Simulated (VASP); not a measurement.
Here is a VASP 6.6.1 calculation.

The input INCAR:

```
PREC = Accurate
ENCUT = 520
EDIFF = 1E-6
ISMEAR = -1
SIGMA = 0.02
LREAL = F
LASPH = T
NELM = 100
ALGO = Normal
ISIF = 2
LWAVE = F
LCHARG = T
GGA = PS
LELF = T
LVHAR = T
NBANDS = 13
```

The input KPOINTS:

```
regular mesh
0
Gamma
  10 10 10
```

POSCAR

```
O
1.0
    1.4444993768      0.8459291861      3.4195255998
   -1.4021986674      0.8316956959      3.4052921096
    0.0088237906     -1.6265003821      3.4000822906
O
2
Direct
    0.0577000000      0.0577000000      0.0577000000
    0.9423000000      0.9423000000      0.9423000000
```

Potentials or basis: VASP PAW PBE potentials, release 64 (O).

Launch:

```sh
$ cat potpaw_PBE.64/O/POTCAR > POTCAR
$ mpirun -np 1 vasp_std > vasp.out
```

**Question.** What does it give for the band gap on the k mesh?

**Answer.** Zero (band 6 reaches 1.19 eV, above the bottom of band 7 at -0.12 eV).

**Question.** What does it give for the largest force?

**Answer.** 3.933 eV/Å.

**Question.** Predict the pressure.

**Answer.** 5.9 GPa.

Stress tensor (GPa, compression positive):
```
-8.91  0.11 -0.30
 0.11 -8.87 -0.28
-0.30 -0.28 35.49
```

Caveat: the cell differs from its parent crystal (equal xy, yz and zx shear strains of +1 %); the standard files for N, O and F lose accuracy on very short bonds; spin is off for a triplet molecule; the PAW data sets were made with another functional, which shifts forces and pressure a little.
